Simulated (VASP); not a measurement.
# Ni (P6_3/mmc) in VASP: further runs

Ni is run at these levels: BLYP; tasks: single point.

All numbers are computed with VASP 6.6.1; they aren't measurements. Logs are shortened: lines on timing, memory, paths and dates and some standing lists are left out, and cuts for length are marked.

### 1 The cell of the first run

It takes space group P6_3/mmc (No. 194, hexagonal). Conventional cell: a = 2.492 Å, b = 2.492 Å, c = 4.100 Å, α = 90.00°, β = 90.00°, γ = 120.00°. Ni (site symmetry -6m2) has 12 Ni at 2.49 to 2.50 Å within 3.3 Å.

This isn't the form of Ni at room conditions, which is fcc.

### 2 Single point, BLYP, collinear spin, ferromagnetic start (11.03 Å³/atom)

Contents of INCAR:

```
PREC     = Accurate       # precision mode
ENCUT    = 520            # plane-wave cutoff, eV
EDIFF    = 1E-6           # SCF threshold, eV
ISMEAR   = -1             # smearing method
SIGMA    = 0.05           # smearing width, eV
LREAL    = False          # projectors in reciprocal space
LASPH    = True           # aspherical terms in the spheres
NELM     = 150            # most SCF steps
ALGO     = Normal         # electronic algorithm
ISIF     = 2              # what is computed and relaxed
LWAVE    = False          # write WAVECAR
LCHARG   = False          # write CHGCAR
ISPIN    = 2              # spin polarisation
MAGMOM   = 0.657 0.657    # initial moments
LORBIT   = 11             # projections on sites
LMAXMIX  = 4              # l up to which the mixer works
GGA      = B5             # functional
ALDAX    = 1.0          
AGGAX    = 1.0          
AGGAC    = 1.0          
ALDAC    = 0.0          
NBANDS   = 21             # bands
```

Contents of KPOINTS:

```
regular mesh
0
Gamma
  16 16 9
```

Contents of POSCAR:

```
Ni
1.0
    2.4919870770      0.0000000000      0.0000000000
   -1.2459935385      2.1581241146      0.0000000000
    0.0000000000      0.0000000000      4.1001744770
Ni
2
Direct
    0.3333333333      0.6666666667      0.2500000000
    0.6666666667      0.3333333333      0.7500000000
```

Potentials or basis: VASP PAW PBE potentials, release 64 (Ni).

Command:

```console
$ cat potpaw_PBE.64/Ni/POTCAR > POTCAR
$ mpirun -np 1 vasp_std > vasp.out
```

OUTCAR:

```text
PREC = Accurate
   ENCUT = 520
   EDIFF = 1E-6
   ISMEAR = -1
   LREAL = False
   LASPH = True
   NELM = 150
   ISIF = 2
   ISPIN = 2
   LORBIT = 11
   GGA = B5

 ion  position               nearest neighbor table
   1  0.333  0.667  0.250-   2 2.50   2 2.50   2 2.50   2 2.50   2 2.50   2 2.50
   2  0.667  0.333  0.750-   1 2.50   1 2.50   1 2.50   1 2.50   1 2.50   1 2.50

  LATTYP: Found a hexagonal cell.
 ALAT       =     2.4919870770
 C/A-ratio  =     1.6453433948

  Lattice vectors:

 A1 = (   2.4919870770,   0.0000000000,   0.0000000000)
 A2 = (  -1.2459935385,   2.1581241146,   0.0000000000)
 A3 = (   0.0000000000,   0.0000000000,   4.1001744770)

Analysis of symmetry for initial positions (statically):
=====================================================================
 Subroutine PRICEL returns:
 Original cell was already a primitive cell.

 Routine SETGRP: Setting up the symmetry group for a
 hexagonal supercell.

 Subroutine GETGRP returns: Found 24 space group operations
 (whereof 12 operations were pure point group operations)
 out of a pool of 24 trial point group operations.

The static configuration has the point symmetry D_3d.
 The point group associated with its full space group is D_6h.

Analysis of symmetry for dynamics (positions and initial velocities):
=====================================================================
 Subroutine PRICEL returns:
 Original cell was already a primitive cell.

 Routine SETGRP: Setting up the symmetry group for a
 hexagonal supercell.

 Subroutine GETGRP returns: Found 24 space group operations
 (whereof 12 operations were pure point group operations)
 out of a pool of 24 trial point group operations.

The dynamic configuration has the point symmetry D_3d.
 The point group associated with its full space group is D_6h.

Analysis of structural, dynamic, and magnetic symmetry:
=====================================================================
 Subroutine PRICEL returns:
 Original cell was already a primitive cell.

 Routine SETGRP: Setting up the symmetry group for a
 hexagonal supercell.

 Subroutine GETGRP returns: Found 24 space group operations
 (whereof 12 operations were pure point group operations)
 out of a pool of 24 trial point group operations.

The overall configuration has the point symmetry D_3d.
 The point group associated with its full space group is D_6h.

[... 115 lines left out ...]
   IALGO  =     38    algorithm
   IMIX   =      4    mixing-type and parameters
     AMIX     =   0.40;   BMIX     =  1.00
     AMIX_MAG =   1.60;   BMIX_MAG =  1.00
  volume/ion in A,a.u.               =      11.03        74.40
  Fermi-wavevector in a.u.,A,eV,Ry     =   1.584686  2.994623 34.167369  2.511231
  Thomas-Fermi vector in A             =   2.684266
   LORBIT       =     11    0 simple, 1 ext, 2 COOP (PROOUT), +10 PAW based schemes
   GGA     = B5    functional components
   LHFCALC =     F    Hartree Fock is set to
   AEXX    =    0.0000 exact exchange contribution
   IVDW    =     0    specifies the selected vdW correction
   LEPSILON=     F    determine dielectric tensor
   LRPA    =     F    only Hartree local field effects (RPA)
 spin polarized calculation
  energy-cutoff  :      520.00
  volume of cell :       22.05
 maximum number of plane-waves:       609
 NGX is ok and might be reduce to    20
   NGX =  9   NGY =  9   NGZ = 15

 number of electron      20.0000005 magnetization       1.1580219

 Free energy of the ion-electron system (eV)
  ---------------------------------------------------
  ext. energy  EPLUGINS =         0.00000000
  ---------------------------------------------------
  free energy    TOTEN  =        -9.15872730 eV

  energy without entropy =       -9.12174437  energy(sigma->0) =       -9.14023584

 E-fermi :   9.6552     XC(G=0): -12.5841

 val. band max:        9.6546307588   @ k =   0.3750   0.1875   0.0000
 cond. band min:       9.6571435590   @ k =   0.3125   0.1250   0.0000
 fundamental gap:      0.0025128002
 Fermi energy:         9.6551830069

 spin component 1

 k-point     1 :       0.0000    0.0000    0.0000
  band No.  band energies     occupation
      1       0.8771      1.00000
      2       4.9473      1.00000
      3       7.2833      1.00000
      4       7.3890      1.00000
      5       7.3890      1.00000
      6       7.6446      1.00000
[... 565 lines left out ...]
     20      38.1521      0.00000
     21      40.9511      0.00000

 [... further k-points ...]

 spin component 2

 k-point     1 :       0.0000    0.0000    0.0000
  band No.  band energies     occupation
      1       0.8691      1.00000
      2       5.3219      1.00000
      3       7.9290      1.00000
      4       7.9973      1.00000
      5       7.9973      1.00000
      6       8.2690      1.00000
[... 565 lines left out ...]
     20      38.2264      0.00000
     21      40.9193      0.00000

 [... further k-points ...]

------------------------ aborting loop because EDIFF is reached ----------------------------------------

  FORCE on cell =-STRESS in cart. coord.  units (eV):
  Direction    XX          YY          ZZ          XY          YZ          ZX
  --------------------------------------------------------------------------------------
  -------------------------------------------------------------------------------------
  Total        0.9949699      0.9949699      1.0807349      0.0000000      0.0000000      0.0000000
  in kB       72.2929553     72.2929553     78.5245078      0.0000000      0.0000000      0.0000000
  external PRESSURE =      74.3701395 kB  Pullay stress =       0.0000000 kB

 VOLUME and BASIS-vectors are now :
 -----------------------------------------------------------------------------
  energy-cutoff  :      520.00
  volume of cell :       22.05
      direct lattice vectors                 reciprocal lattice vectors
     2.491987077  0.000000000  0.000000000     0.401286190  0.231682690  0.000000000
    -1.245993539  2.158124115  0.000000000     0.000000000  0.463365380  0.000000000
     0.000000000  0.000000000  4.100174477     0.000000000  0.000000000  0.243892060

 POSITION                                       TOTAL-FORCE (eV/Angst)
 -----------------------------------------------------------------------------------
     -0.00000      1.43875      1.02504        -0.000000     -0.000000      0.000000
      1.24599      0.71937      3.07513         0.000000      0.000000      0.000000
 -----------------------------------------------------------------------------------
    total drift:                               -0.000000      0.000000     -0.000000

  FREE ENERGIE OF THE ION-ELECTRON SYSTEM (eV)
  ---------------------------------------------------
  free  energy   TOTEN  =        -9.1587273031 eV

  energy  without entropy=       -9.1217443745  energy(sigma->0) =       -9.14023584

 total charge

# of ion       s       p       d       tot
------------------------------------------
    1        0.493   0.470   8.369   9.332
    2        0.493   0.470   8.369   9.332
--------------------------------------------------
tot          0.986   0.939  16.738  18.664

 magnetization (x)

# of ion       s       p       d       tot
------------------------------------------
    1       -0.005  -0.022   0.616   0.589
    2       -0.005  -0.022   0.616   0.589
--------------------------------------------------
tot         -0.011  -0.044   1.232   1.177
```

stdout:

```text
POSCAR found type information on POSCAR Ni
 POSCAR found :  1 types and       2 ions
 scaLAPACK will be used
 -----------------------------------------------------------------------------
|                                                                             |
|                                                                             |
|     You enforced a specific xc type in the INCAR file but a different       |
|     I HOPE YOU KNOW WHAT YOU ARE DOING!                                     |
|                                                                             |
 -----------------------------------------------------------------------------

 LDA part: xc-table for (Slater(with rela. corr.)+VWN5), standard interpolation
 POSCAR, INCAR and KPOINTS ok, starting setup
 FFT: planning ... GRIDC
 FFT: planning ... GRID_SOFT
 FFT: planning ... GRID
 WAVECAR not read
 entering main loop
```

Wall time 3.6 min (1 thread of Intel Xeon 8259CL, shared host); peak memory 0.21 GiB.

What came out:

```
Free energy                                           : -9.1587 eV
Pressure                                              : 7.4 GPa
Net moment                                            : 1.16 μB per cell
Site moments                                          : Ni +0.59 μB
Valence electrons inside the program's atomic spheres : Ni 9.33
```

Caveat: the cell stands under pressure; the PAW data sets were made with another functional, which shifts forces and pressure a little.

(Continued in part 2 of 2.)
